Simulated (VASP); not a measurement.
# PbSe (Fm-3m) in VASP: elastic constants with r2SCAN

Aim: the elastic constants of PbSe with r2SCAN.

Program: VASP 6.6.1. These are calculated values, not measurements. Logs are shortened: lines on timing, memory, paths and dates and some standing lists are left out, and cuts for length are marked.

## Step 1: The cell of the first run

It takes space group Fm-3m (No. 225, cubic). Conventional cell: a = 6.041 Å, b = 6.041 Å, c = 6.041 Å, α = 90.00°, β = 90.00°, γ = 90.00°. Within 4.0 Å of Pb (site symmetry m-3m) lie 6 Se at 3.02 Å. Within 4.0 Å of Se (site symmetry m-3m) lie 6 Pb at 3.02 Å.

## Step 2: Elastic constants, r2SCAN

File INCAR:

```
  PREC = Accurate
  ENCUT = 600
  EDIFF = 1E-8
  ISMEAR = 0
  SIGMA = 0.01
  LREAL = False
  LASPH = True
  NELM = 80
  ALGO = Normal
  ISIF = 3
  LWAVE = False
  LCHARG = False
  METAGGA = R2SCAN
  LMIXTAU = True
  NBANDS = 17
  IBRION = 6
  NFREE = 2
  POTIM = 0.015
  NSW = 1
```

File KPOINTS:

```
regular mesh
0
Gamma
  6 6 6
```

File POSCAR:

```
PbSe
1.0
    0.0000000000      3.0203952739      3.0203952739
    3.0203952739      0.0000000000      3.0203952739
    3.0203952739      3.0203952739      0.0000000000
Pb Se
1 1
Direct
    0.0000000000      0.0000000000      0.0000000000
    0.5000000000      0.5000000000      0.5000000000
```

Potentials or basis: VASP PAW PBE potentials, release 64 (Pb_d, Se).

The run is started by

```
> cat potpaw_PBE.64/Pb_d/POTCAR potpaw_PBE.64/Se/POTCAR > POTCAR
> mpirun -np 1 vasp_std > vasp.out
```

OUTCAR:

```text
PREC = Accurate
   ENCUT = 600
   EDIFF = 1E-8
   ISMEAR = 0
   LREAL = False
   LASPH = True
   NELM = 80
   ISIF = 3
   METAGGA = R2SCAN
   IBRION = 6
   NFREE = 2
   POTIM = 0.015
   NSW = 1

 ion  position               nearest neighbor table
   1  0.000  0.000  0.000-   2 3.02   2 3.02   2 3.02   2 3.02   2 3.02   2 3.02
   2  0.500  0.500  0.500-   1 3.02   1 3.02   1 3.02   1 3.02   1 3.02   1 3.02

  LATTYP: Found a face centered cubic cell.
 ALAT       =     6.0407905478

  Lattice vectors:

 A1 = (   0.0000000000,   3.0203952739,   3.0203952739)
 A2 = (   3.0203952739,   0.0000000000,   3.0203952739)
 A3 = (   3.0203952739,   3.0203952739,   0.0000000000)

Analysis of symmetry for initial positions (statically):
=====================================================================
 Subroutine PRICEL returns:
 Original cell was already a primitive cell.

 Routine SETGRP: Setting up the symmetry group for a
 face centered cubic supercell.

 Subroutine GETGRP returns: Found 48 space group operations
 (whereof 48 operations were pure point group operations)
 out of a pool of 48 trial point group operations.

The static configuration has the point symmetry O_h .

Analysis of symmetry for dynamics (positions and initial velocities):
=====================================================================
 Subroutine PRICEL returns:
 Original cell was already a primitive cell.

 Routine SETGRP: Setting up the symmetry group for a
 face centered cubic supercell.

 Subroutine GETGRP returns: Found 48 space group operations
 (whereof 48 operations were pure point group operations)
 out of a pool of 48 trial point group operations.

The dynamic configuration has the point symmetry O_h .

 Subroutine INISYM returns: Found 48 space group operations
 (whereof 48 operations are pure point group operations),
 and found     1 'primitive' translations

----------------------------------------------------------------------------------------

                                     Primitive cell

  volume of cell :      55.1088

  direct lattice vectors                    reciprocal lattice vectors
     0.000000000  3.020395274  3.020395274    -0.165541247  0.165541247  0.165541247
     3.020395274  0.000000000  3.020395274     0.165541247 -0.165541247  0.165541247
     3.020395274  3.020395274  0.000000000     0.165541247  0.165541247 -0.165541247

  length of vectors
     4.271483960  4.271483960  4.271483960     0.286725851  0.286725851  0.286725851

  position of ions in fractional coordinates (direct lattice)
     0.000000000  0.000000000  0.000000000
     0.500000000  0.500000000  0.500000000

  ion indices of the primitive-cell ions
   primitive index   ion index
                 1           1
                 2           2

----------------------------------------------------------------------------------------

 KPOINTS: regular mesh

Automatic generation of k-mesh.
 Grid dimensions read from file:
 generate k-points for:    6    6    6

 Generating k-lattice:

  Cartesian coordinates                     Fractional coordinates (reciprocal lattice)
    -0.027590208  0.027590208  0.027590208     0.166666667  0.000000000  0.000000000
     0.027590208 -0.027590208  0.027590208     0.000000000  0.166666667  0.000000000
     0.027590208  0.027590208 -0.027590208     0.000000000  0.000000000  0.166666667

[... 94 lines left out ...]
  ---------------------------------------------------
  free energy    TOTEN  =       -71.89588401 eV

  energy without entropy =      -71.89588401  energy(sigma->0) =      -71.89588401

------------------------ aborting loop because EDIFF is reached ----------------------------------------

  FORCE on cell =-STRESS in cart. coord.  units (eV):
  Direction    XX          YY          ZZ          XY          YZ          ZX
  --------------------------------------------------------------------------------------
  -------------------------------------------------------------------------------------
  Total        1.3870748      1.3870748      1.3870748      0.0000000     -0.0000000      0.0000000
  in kB       40.3263700     40.3263700     40.3263700      0.0000000     -0.0000000      0.0000000
  external PRESSURE =      40.3263700 kB  Pullay stress =       0.0000000 kB
[... 89 lines left out ...]
  FREE ENERGIE OF THE ION-ELECTRON SYSTEM (eV)
  ---------------------------------------------------
  free  energy   TOTEN  =       -71.8679353214 eV

  energy  without entropy=      -71.8679353214  energy(sigma->0) =      -71.86793532

[... ionic steps 4 to 14 ...]

--------------------------------------- Ionic step       15  -------------------------------------------

 number of electron      19.9999999 magnetization

------------------------ aborting loop because EDIFF is reached ----------------------------------------
[... 67 lines left out ...]
--------------------------------------- Ionic step       17  -------------------------------------------

 number of electron      19.9999998 magnetization

 Free energy of the ion-electron system (eV)
  ---------------------------------------------------
  ext. energy  EPLUGINS =         0.00000000
  ---------------------------------------------------
  free energy    TOTEN  =       -71.89580665 eV

  energy without entropy =      -71.89580665  energy(sigma->0) =      -71.89580665

 E-fermi :   5.5909     XC(G=0): -10.2681

 val. band max:        5.4769040393   @ k =   0.5000   0.0000   0.0000
 cond. band min:       5.9127480780   @ k =   0.5000   0.0000   0.0000
 fundamental gap:      0.4358440387
 Fermi energy:         5.5909337156

 k-point     1 :       0.0000    0.0000    0.0000
  band No.  band energies     occupation
      1     -12.1105      2.00000
      2     -12.1104      2.00000
      3     -12.1104      2.00000
      4     -12.1101      2.00000
      5     -12.1101      2.00000
      6      -9.0888      2.00000
[... 457 lines left out ...]
      4     -12.0818      2.00000
      5     -12.0702      2.00000
      6      -7.5244      2.00000
[... 9 lines left out ...]
     16      15.5253      0.00000
     17      17.7512      0.00000

 [... further k-points ...]

------------------------ aborting loop because EDIFF is reached ----------------------------------------

  FORCE on cell =-STRESS in cart. coord.  units (eV):
  Direction    XX          YY          ZZ          XY          YZ          ZX
  --------------------------------------------------------------------------------------
  -------------------------------------------------------------------------------------
  Total        1.3908625      1.3868663      1.3868663      0.0000000      0.0000000      0.0000000
  in kB       40.4364901     40.3203084     40.3203084      0.0000000      0.0000000      0.0000000
  external PRESSURE =      40.3590356 kB  Pullay stress =       0.0000000 kB
[... 17 lines left out ...]
  FREE ENERGIE OF THE ION-ELECTRON SYSTEM (eV)
  ---------------------------------------------------
  free  energy   TOTEN  =       -71.8958066533 eV

  energy  without entropy=      -71.8958066533  energy(sigma->0) =      -71.89580665

 INTERNAL STRAIN TENSORS FROM STRAINED CELLS
 ============================================

 INTERNAL STRAIN TENSOR FOR ION    1 for displacements in x,y,z  (eV/Angst):
          X           Y           Z          XY          YZ          ZX
  --------------------------------------------------------------------------------
  x     0.00000     0.00000     0.00000     0.00000     0.00000    -0.00000
  y     0.00000     0.00000    -0.00000     0.00000     0.00000    -0.00000
  z    -0.00000    -0.00000    -0.00000    -0.00000     0.00000     0.00000

 INTERNAL STRAIN TENSORS FROM DISPLACED ATOMS
 ============================================

 INTERNAL STRAIN TENSOR FOR ION    1 for displacements in x,y,z  (eV/Angst):
          X           Y           Z          XY          YZ          ZX
  --------------------------------------------------------------------------------
  x     0.00000     0.00000     0.00000     0.00000     0.00000     0.00000
  y     0.00000     0.00000     0.00000     0.00000     0.00000     0.00000
  z     0.00000     0.00000     0.00000     0.00000     0.00000     0.00000

 INTERNAL STRAIN TENSOR FOR ION    2 for displacements in x,y,z  (eV/Angst):
          X           Y           Z          XY          YZ          ZX
  --------------------------------------------------------------------------------
  x     0.00000     0.00000     0.00000     0.00000     0.00000     0.00000
  y     0.00000     0.00000     0.00000     0.00000     0.00000     0.00000
  z     0.00000     0.00000     0.00000     0.00000     0.00000     0.00000

 Eigenvectors and eigenvalues of the dynamical matrix
 ----------------------------------------------------

   1 f  =    1.718050 THz    10.794825 2PiTHz   57.307974 cm-1     7.105280 meV
             X         Y         Z           dx          dy          dz
      0.000000  0.000000  0.000000     0.523730   -0.000000   -0.000000
      3.020395  3.020395  3.020395    -0.851884   -0.000000   -0.000000
[... 21 lines left out ...]
   6 f/i=    0.003148 THz     0.019780 2PiTHz    0.105009 cm-1     0.013020 meV
             X         Y         Z           dx          dy          dz
      0.000000  0.000000  0.000000    -0.036580   -0.850543   -0.030750
      3.020395  3.020395  3.020395    -0.022489   -0.522905   -0.018905

--------------------------------------------------------------------------------------------------------

 ELASTIC MODULI CONTR FROM IONIC RELAXATION (kBar)
 Direction    XX          YY          ZZ          XY          YZ          ZX
 --------------------------------------------------------------------------------
 XX           0.0000      0.0000      0.0000      0.0000      0.0000      0.0000
 YY           0.0000      0.0000      0.0000      0.0000      0.0000      0.0000
 ZZ           0.0000      0.0000      0.0000      0.0000      0.0000      0.0000
 XY           0.0000      0.0000      0.0000      0.0000      0.0000      0.0000
 YZ           0.0000      0.0000      0.0000      0.0000      0.0000      0.0000
 ZX           0.0000      0.0000      0.0000      0.0000      0.0000      0.0000
 --------------------------------------------------------------------------------

 TOTAL ELASTIC MODULI (kBar)
 Direction    XX          YY          ZZ          XY          YZ          ZX
 --------------------------------------------------------------------------------
 XX        1706.4452    120.2576    120.2576     -0.0000      0.0000     -0.0000
 YY         120.2576   1706.4452    120.2576      0.0000     -0.0000     -0.0000
 ZZ         120.2576    120.2576   1706.4452     -0.0000      0.0000     -0.0000
 XY          -0.0000      0.0000     -0.0000    177.4450     -0.0000      0.0000
 YZ           0.0000     -0.0000      0.0000     -0.0000    177.4450      0.0000
 ZX          -0.0000     -0.0000     -0.0000      0.0000      0.0000    177.4450
 --------------------------------------------------------------------------------
```

It took 68 min on 1 thread of Oxide Virtual Turin-like, shared host; peak memory 0.31 GiB.

What came out:

```yaml
Elastic_constants_C11_C12_C44: 171, 12, 18 GPa
Voigt_bulk_modulus: 65 GPa
Highest_phonon_frequency_at_Γ_LO-TO_splitting_left_out: 57 cm⁻¹
```

Phonon frequencies in cm⁻¹ (negative: imaginary):
```csv
q point,frequencies
"(0.000, 0.000, 0.000)",0 0 0 57 57 57
```

Elastic tensor in Voigt notation (GPa, in the Cartesian axes of the cell as first typed):
```
171  12  12   0   0   0
 12 171  12   0   0   0
 12  12 171   0   0   0
  0   0   0  18   0   0
  0   0   0   0  18   0
  0   0   0   0   0  18
```

Clamped-ion elastic tensor (GPa):
```
171  12  12   0   0   0
 12 171  12   0   0   0
 12  12 171   0   0   0
  0   0   0  18   0   0
  0   0   0   0  18   0
  0   0   0   0   0  18
```

Caveat: the cell is under stress, which shifts elastic constants; the PAW data sets were made with another functional, which shifts forces and pressure a little; spin-orbit coupling is left out, which moves the levels of the heavy elements.
